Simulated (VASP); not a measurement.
# ReS in VASP: a series of runs

The runs below take ReS through single point, with r2SCAN, PBE.

Program: VASP 6.6.1. These are calculated values, not measurements. Logs are shortened: lines on timing, memory, paths and dates and some standing lists are left out, and cuts for length are marked.

## (1) The cell of the first run

The structure is cubic, space group F-43m (No. 216). The conventional cell has a = 5.237 Å, b = 5.237 Å, c = 5.237 Å, α = 90.00°, β = 90.00°, γ = 90.00°. Within 3.0 Å of Re (site symmetry -43m) lie 4 S at 2.27 Å. S (site symmetry -43m) has 4 Re at 2.27 Å within 3.0 Å.

## (2) Single point, r2SCAN, collinear spin, ferromagnetic start

The input, POSCAR:

```
ReS
1.0
    0.0000000000      2.6183291373      2.6183291373
    2.6183291373      0.0000000000      2.6183291373
    2.6183291373      2.6183291373      0.0000000000
Re S
1 1
Direct
    0.0000000000      0.0000000000      0.0000000000
    0.2500000000      0.2500000000      0.2500000000
```

The input, INCAR.step1:

```
SYSTEM = ReS
PREC     = Accurate       ! precision mode
ENCUT    = 520            ! plane-wave cutoff, eV
ISMEAR   = 0              ! smearing method
SIGMA    = 0.05           ! smearing width, eV
LREAL    = .FALSE.        ! projectors in reciprocal space
LASPH    = .TRUE.         ! aspherical terms in the spheres
NELM     = 150            ! most SCF steps
ISPIN    = 2              ! spin polarisation
MAGMOM   = 2 0            ! initial moments
LMAXMIX  = 4              ! l up to which the mixer works
NBANDS   = 18             ! bands
GGA      = PE             ! functional
ALGO     = Normal         ! electronic algorithm
EDIFF    = 1E-4           ! SCF threshold, eV
LWAVE    = .TRUE.         ! write WAVECAR
LCHARG   = .FALSE.        ! write CHGCAR
```

The input, INCAR.step2:

```
SYSTEM = ReS
PREC     = Accurate       ! precision mode
ENCUT    = 520            ! plane-wave cutoff, eV
EDIFF    = 1E-7           ! SCF threshold, eV
ISMEAR   = 0              ! smearing method
SIGMA    = 0.05           ! smearing width, eV
LREAL    = .FALSE.        ! projectors in reciprocal space
LASPH    = .TRUE.         ! aspherical terms in the spheres
NELM     = 150            ! most SCF steps
ALGO     = Normal         ! electronic algorithm
ISIF     = 2              ! what is computed and relaxed
LWAVE    = .FALSE.        ! write WAVECAR
LCHARG   = .FALSE.        ! write CHGCAR
ISPIN    = 2              ! spin polarisation
MAGMOM   = 2 0            ! initial moments
LORBIT   = 11             ! projections on sites
LMAXMIX  = 4              ! l up to which the mixer works
METAGGA  = R2SCAN         ! meta-GGA
LMIXTAU  = .TRUE.       
NBANDS   = 18             ! bands
ISTART   = 1
```

The input, KPOINTS:

```
Automatic mesh
0
G
  12 12 12
  0 0 0
```

Potentials or basis: VASP PAW PBE potentials, release 64 (Re, S).

Launch:

```
$ cat potpaw_PBE.64/Re/POTCAR potpaw_PBE.64/S/POTCAR > POTCAR
$ cp INCAR.step1 INCAR
$ mpirun -np 1 vasp_std > vasp.out
$ cp INCAR.step2 INCAR
$ mpirun -np 1 vasp_std > vasp.out
```

OUTCAR:

```text
SYSTEM = ReS
   PREC = Accurate
   ENCUT = 520
   EDIFF = 1E-7
   ISMEAR = 0
   LREAL = .FALSE.
   LASPH = .TRUE.
   NELM = 150
   ISIF = 2
   ISPIN = 2
   LORBIT = 11
   METAGGA = R2SCAN
   ISTART = 1

 ion  position               nearest neighbor table
   1  0.000  0.000  0.000-   2 2.27   2 2.27   2 2.27   2 2.27
   2  0.250  0.250  0.250-   1 2.27   1 2.27   1 2.27   1 2.27

  LATTYP: Found a face centered cubic cell.
 ALAT       =     5.2366582746

  Lattice vectors:

 A1 = (   0.0000000000,   2.6183291373,   2.6183291373)
 A2 = (   2.6183291373,   0.0000000000,   2.6183291373)
 A3 = (   2.6183291373,   2.6183291373,   0.0000000000)

Analysis of symmetry for initial positions (statically):
=====================================================================
 Subroutine PRICEL returns:
 Original cell was already a primitive cell.

 Routine SETGRP: Setting up the symmetry group for a
 face centered cubic supercell.

 Subroutine GETGRP returns: Found 24 space group operations
 (whereof 24 operations were pure point group operations)
 out of a pool of 48 trial point group operations.

The static configuration has the point symmetry T_d .

Analysis of symmetry for dynamics (positions and initial velocities):
=====================================================================
 Subroutine PRICEL returns:
 Original cell was already a primitive cell.

 Routine SETGRP: Setting up the symmetry group for a
 face centered cubic supercell.

 Subroutine GETGRP returns: Found 24 space group operations
 (whereof 24 operations were pure point group operations)
 out of a pool of 48 trial point group operations.

The dynamic configuration has the point symmetry T_d .

Analysis of structural, dynamic, and magnetic symmetry:
=====================================================================
 Subroutine PRICEL returns:
 Original cell was already a primitive cell.

 Routine SETGRP: Setting up the symmetry group for a
 face centered cubic supercell.

 Subroutine GETGRP returns: Found 24 space group operations
 (whereof 24 operations were pure point group operations)
 out of a pool of 48 trial point group operations.

The overall configuration has the point symmetry T_d .

 Subroutine INISYM returns: Found 24 space group operations
 (whereof 24 operations are pure point group operations),
 and found     1 'primitive' translations

----------------------------------------------------------------------------------------

                                     Primitive cell

  volume of cell :      35.9007

  direct lattice vectors                    reciprocal lattice vectors
[... 105 lines left out ...]
   IMIX   =      4    mixing-type and parameters
     AMIX     =   0.40;   BMIX     =  1.00
     AMIX_MAG =   1.60;   BMIX_MAG =  1.00
  volume/ion in A,a.u.               =      17.95       121.13
  Fermi-wavevector in a.u.,A,eV,Ry     =   1.166868  2.205061 18.525432  1.361581
  Thomas-Fermi vector in A             =   2.303376
   LORBIT       =     11    0 simple, 1 ext, 2 COOP (PROOUT), +10 PAW based schemes
   METAGGA = R2SCAN    functional components
   LHFCALC =     F    Hartree Fock is set to
   AEXX    =    0.0000 exact exchange contribution
   IVDW    =     0    specifies the selected vdW correction
   LEPSILON=     F    determine dielectric tensor
   LRPA    =     F    only Hartree local field effects (RPA)
 spin polarized calculation
 Gauss-broadening in eV      SIGMA  =   0.05
  energy-cutoff  :      520.00
  volume of cell :       35.90
 maximum number of plane-waves:       982
   NGX = 13   NGY = 13   NGZ = 13

 number of electron      13.0000001 magnetization       0.2162095

 Free energy of the ion-electron system (eV)
  ---------------------------------------------------
  ext. energy  EPLUGINS =         0.00000000
  ---------------------------------------------------
  free energy    TOTEN  =       -59.92688548 eV

  energy without entropy =      -59.92409809  energy(sigma->0) =      -59.92549178

 E-fermi :   6.2481     XC(G=0): -11.8884

 val. band max:        6.2312643222   @ k =   0.5000   0.3333   0.1667
 cond. band min:       6.2506347986   @ k =  -0.2500   0.5000   0.2500
 fundamental gap:      0.0193704764
 Fermi energy:         6.2481431869

 spin component 1

 k-point     1 :       0.0000    0.0000    0.0000
  band No.  band energies     occupation
      1     -10.3060      1.00000
      2      -0.3020      1.00000
      3      -0.3020      1.00000
      4      -0.3020      1.00000
      5       4.8268      1.00000
      6       4.8269      1.00000
[... 493 lines left out ...]
     17      24.7352      0.00000
     18      26.1734      0.00000

 [... further k-points ...]

 spin component 2

 k-point     1 :       0.0000    0.0000    0.0000
  band No.  band energies     occupation
      1     -10.2852      1.00000
      2      -0.2713      1.00000
      3      -0.2712      1.00000
      4      -0.2712      1.00000
      5       5.1004      1.00000
      6       5.1005      1.00000
[... 493 lines left out ...]
     17      24.7996      0.00000
     18      26.2422      0.00000

 [... further k-points ...]
[... 5 lines left out ...]
  --------------------------------------------------------------------------------------
  -------------------------------------------------------------------------------------
  Total       -0.2956913     -0.2956913     -0.2956913      0.0000000     -0.0000000     -0.0000000
  in kB      -13.1961267    -13.1961267    -13.1961267      0.0000000     -0.0000000     -0.0000000
  external PRESSURE =     -13.1961267 kB  Pullay stress =       0.0000000 kB

 VOLUME and BASIS-vectors are now :
 -----------------------------------------------------------------------------
  energy-cutoff  :      520.00
  volume of cell :       35.90
      direct lattice vectors                 reciprocal lattice vectors
     0.000000000  2.618329137  2.618329137    -0.190961477  0.190961477  0.190961477
     2.618329137  0.000000000  2.618329137     0.190961477 -0.190961477  0.190961477
     2.618329137  2.618329137  0.000000000     0.190961477  0.190961477 -0.190961477

 POSITION                                       TOTAL-FORCE (eV/Angst)
 -----------------------------------------------------------------------------------
      0.00000      0.00000      0.00000         0.000000      0.000000      0.000000
      1.30916      1.30916      1.30916        -0.000000     -0.000000     -0.000000
 -----------------------------------------------------------------------------------
    total drift:                               -0.000000     -0.000000     -0.000000

  FREE ENERGIE OF THE ION-ELECTRON SYSTEM (eV)
  ---------------------------------------------------
  free  energy   TOTEN  =       -59.9268854804 eV

  energy  without entropy=      -59.9240980852  energy(sigma->0) =      -59.92549178

 total charge

# of ion       s       p       d       tot
------------------------------------------
    1        0.527   0.476   5.173   6.176
    2        1.289   2.400   0.000   3.689
--------------------------------------------------
tot          1.817   2.876   5.173   9.865

 magnetization (x)

# of ion       s       p       d       tot
------------------------------------------
    1        0.010   0.009   0.186   0.205
    2       -0.000   0.002   0.000   0.001
--------------------------------------------------
tot          0.010   0.011   0.186   0.206
```

OUTCAR.step1:

```text
SYSTEM = ReS
   PREC = Accurate
   ENCUT = 520
   ISMEAR = 0
   LREAL = .FALSE.
   LASPH = .TRUE.
[... 1250 lines left out ...]
      0.00000      0.00000      0.00000        -0.000000     -0.000000     -0.000000
      1.30916      1.30916      1.30916         0.000000      0.000000      0.000000
 -----------------------------------------------------------------------------------
    total drift:                                0.000000      0.000000      0.000000

  FREE ENERGIE OF THE ION-ELECTRON SYSTEM (eV)
  ---------------------------------------------------
  free  energy   TOTEN  =       -15.8247991563 eV

  energy  without entropy=      -15.8213547077  energy(sigma->0) =      -15.82307693
```

OSZICAR.step1:

```text
N       E                     dE             d eps       ncg     rms          rms(c)
DAV:   1     0.434929812853E+02    0.43493E+02   -0.56354E+03  8110   0.721E+02
DAV:   2    -0.140039854211E+02   -0.57497E+02   -0.52409E+02  8568   0.216E+02
DAV:   3    -0.161255046995E+02   -0.21215E+01   -0.21007E+01  8652   0.462E+01
DAV:   4    -0.161385985949E+02   -0.13094E-01   -0.13031E-01  8116   0.242E+00
DAV:   5    -0.161389055125E+02   -0.30692E-03   -0.30685E-03  8016   0.315E-01    0.311E+01
DAV:   6    -0.158703858541E+02    0.26852E+00   -0.10808E+00  8624   0.214E+01    0.126E+01
DAV:   7    -0.158350404434E+02    0.35345E-01   -0.11249E-01  8070   0.408E+00    0.697E+00
DAV:   8    -0.158265604169E+02    0.84800E-02   -0.12870E-02  8078   0.136E+00    0.248E+00
DAV:   9    -0.158247037589E+02    0.18567E-02   -0.11724E-03  8358   0.603E-01    0.445E-01
DAV:  10    -0.158247991563E+02   -0.95397E-04   -0.17446E-04  6488   0.154E-01
   1 F= -.15824799E+02 E0= -.15823077E+02  d E =-.344445E-02  mag=     0.1037
```

Run time: 4.2 min. Hardware: 1 thread of Intel Xeon 6975P-C (Granite Rapids), shared host; peak memory 0.23 GiB.

What came out:

```
Free energy                                           : -59.9269 eV
Pressure                                              : -1.3 GPa
Net moment                                            : 0.22 μB per cell
Site moments                                          : Re +0.20; S +0.00 μB
Valence electrons inside the program's atomic spheres : Re 6.18; S 3.69
```

Caveat: the PAW data sets were made with another functional, which shifts forces and pressure a little; spin-orbit coupling is left out, which moves the levels of the heavy elements.

## (3) Single point, PBE, collinear spin, ferromagnetic start

This run uses another cell than the first one, of 18.31 Å³/atom, 1.020 times its volume.

The input, INCAR:

```
PREC = Accurate
ENCUT = 520
EDIFF = 1E-6
ISMEAR = 0
SIGMA = 0.05
LREAL = False
LASPH = True
NELM = 150
ALGO = Normal
ISIF = 2
LWAVE = False
LCHARG = False
ISPIN = 2
MAGMOM = 0.05 0
LORBIT = 11
LMAXMIX = 4
GGA = PE
NBANDS = 18
```

The input, KPOINTS:

```
Automatic mesh
0
Gamma
  12 12 12
```

The input, POSCAR:

```
ReS
1.0
    0.0000000000      2.6183291373      2.6183291373
    2.6706957200      0.0000000000      2.6183291373
    2.6706957200      2.6183291373      0.0000000000
Re S
1 1
Direct
    0.0000000000      0.0000000000      0.0000000000
    0.2500000000      0.2500000000      0.2500000000
```

Potentials or basis: VASP PAW PBE potentials, release 64 (Re, S).

Launch:

```
$ cat potpaw_PBE.64/Re/POTCAR potpaw_PBE.64/S/POTCAR > POTCAR
$ mpirun -np 1 vasp_std > vasp.out
```

It took 96 s on 1 thread of Intel Xeon 6975P-C (Granite Rapids), shared host; peak memory 0.29 GiB.

The run converged. Its results:

```
Free energy                                           : -15.8254 eV
Pressure                                              : -2.3 GPa
Net moment                                            : 0.01 μB per cell
Valence electrons inside the program's atomic spheres : Re 6.10; S 3.67
```

Stress tensor (GPa, compression positive):
```
-1.32  0.00  0.00
 0.00 -2.78  0.00
 0.00  0.00 -2.78
```

Levels at points of the mesh, in eV from the Fermi level:
Spin up:
```tsv
k point	band 2	band 3	band 4	band 5	band 6	band 7	band 8	band 9	band 10	band 11
(0.00, 0.00, 0.00)	-6.14	-6.11	-6.11	-1.18	-1.00	1.21	4.62	4.74	4.74	7.92
(0.50, 0.00, 0.00)	-6.82	-5.69	-5.60	-0.62	-0.60	-0.49	2.27	2.31	3.85	9.00
(0.50, 0.50, 0.00)	-7.48	-4.78	-4.69	-2.19	-0.74	0.19	0.62	0.67	7.53	8.16
(0.00, 0.50, 0.50)	-7.53	-4.66	-4.66	-2.30	-0.81	0.20	0.59	0.59	7.62	8.26
```
Spin down:
```csv
k point,band 3,band 4,band 5,band 6,band 7,band 8,band 9,band 10
"(0.00, 0.00, 0.00)",-6.11,-6.11,-1.17,-1.00,1.21,4.62,4.75,4.75
"(0.50, 0.00, 0.00)",-5.69,-5.60,-0.61,-0.59,-0.48,2.28,2.32,3.85
"(0.50, 0.50, 0.00)",-4.78,-4.69,-2.19,-0.73,0.19,0.62,0.67,7.53
"(0.00, 0.50, 0.50)",-4.66,-4.66,-2.30,-0.81,0.21,0.59,0.59,7.63
```

Caveat: spin-orbit coupling is left out, which moves the levels of the heavy elements.

(Continued in part 2 of 2.)
